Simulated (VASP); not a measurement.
Here is a VASP 6.6.1 calculation.

The input INCAR:

```
PREC = Accurate
ENCUT = 520
EDIFF = 1E-6
ISMEAR = 0
SIGMA = 0.1
LREAL = F
LASPH = T
NELM = 100
ALGO = Fast
ISIF = 2
LWAVE = F
LCHARG = F
GGA = PS
NBANDS = 26
```

File KPOINTS:

```
regular mesh
0
Gamma
  8 8 8
```

Contents of POSCAR:

```
Al2Cu
1.0
    4.8278486181      0.0000000000      0.0000000000
   -2.4139243090      4.2377626285      0.0000000000
    2.4139243090      0.0000000000      4.2377626285
Al Cu
4 2
Direct
    0.3406800424      0.5000000000      0.8186399152
    0.1593199576      0.8186399152      0.5000000000
    0.6593199576      0.5000000000      0.1813600848
    0.8406800424      0.1813600848      0.5000000000
    0.2500000000      0.0000000000      0.0000000000
    0.7500000000      0.0000000000      0.0000000000
```

Potentials or basis: VASP PAW PBE potentials, release 64 (Al, Cu).

Run with:

```bash
$ cat potpaw_PBE.64/Al/POTCAR potpaw_PBE.64/Cu/POTCAR > POTCAR
$ mpirun -np 1 vasp_std > vasp.out
```

(1) What does it give for the largest force?

(2) What does it give for the pressure?

(3) Predict the band gap on the k mesh.

Answers

(1) 0.020 eV/Å.

(2) 0.3 GPa.

(3) zero (band 17 reaches 10.84 eV, above the bottom of band 18 at 6.53 eV).

Caveat: the PAW data sets were made with another functional, which shifts forces and pressure a little.
